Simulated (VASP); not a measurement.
Write the native input for VASP 6.6.1 that does the following.

```
Task                   : single point
Functional             : PBE
Potentials or basis    : VASP PAW PBE potentials, release 64 (Zr_sv, C)
Cutoff                 : 520 eV
k mesh                 : 4 × 5 × 1
Occupations            : gaussian, width 0.1 eV
Spin                   : no spin polarisation
Dipole correction      : yes
Further INCAR settings : ALGO = Normal; EDIFF = 1e-07; NBANDS = 60
```

The structure of Zr8C lies in POSCAR:

```
Zr8C
1.0
    6.4655797184      0.0000000000      0.0000000000
    0.0000000000      5.1691196971      0.0000000000
    0.0000000000      0.0000000000     18.9770873264
Zr C
8 1
Direct
    0.0000000000      0.7500000000      0.2107805024
    0.5000000000      0.7500000000      0.2107805024
    0.2500000000      0.2500000000      0.2599569661
    0.7500000000      0.2500000000      0.2599569661
    0.2500000000      0.7500000000      0.3477072663
    0.7500000000      0.7500000000      0.3477072663
    0.0000000000      0.2500000000      0.3940060557
    0.5000000000      0.2500000000      0.3940060557
    0.1875000000      0.5000000000      0.4348212862
```

One way to write it, as run:

INCAR

```
PREC = Accurate
ENCUT = 520
EDIFF = 1E-7
ISMEAR = 0
SIGMA = 0.1
LREAL = False
LASPH = True
NELM = 60
ALGO = Normal
ISIF = 2
LWAVE = False
LCHARG = False
LDIPOL = True
IDIPOL = 3
DIPOL = 0.5 0.5 0.318
GGA = PE
NBANDS = 60
```

KPOINTS

```
regular mesh
0
Gamma
  4 5 1
```

Potentials or basis: VASP PAW PBE potentials, release 64 (Zr_sv, C).

Run with:

```bash
$ cat potpaw_PBE.64/Zr_sv/POTCAR potpaw_PBE.64/C/POTCAR > POTCAR
$ mpirun -np 1 vasp_std > vasp.out
```

Results of the run:

The largest force is 2.239 eV/Å. The band gap on the k mesh is zero (band 50 reaches 0.07 eV, above the bottom of band 51 at -0.09 eV).

It took 23 min on 1 thread of Intel Xeon 6975P-C, on a shared host, peak memory 0.74 GiB.
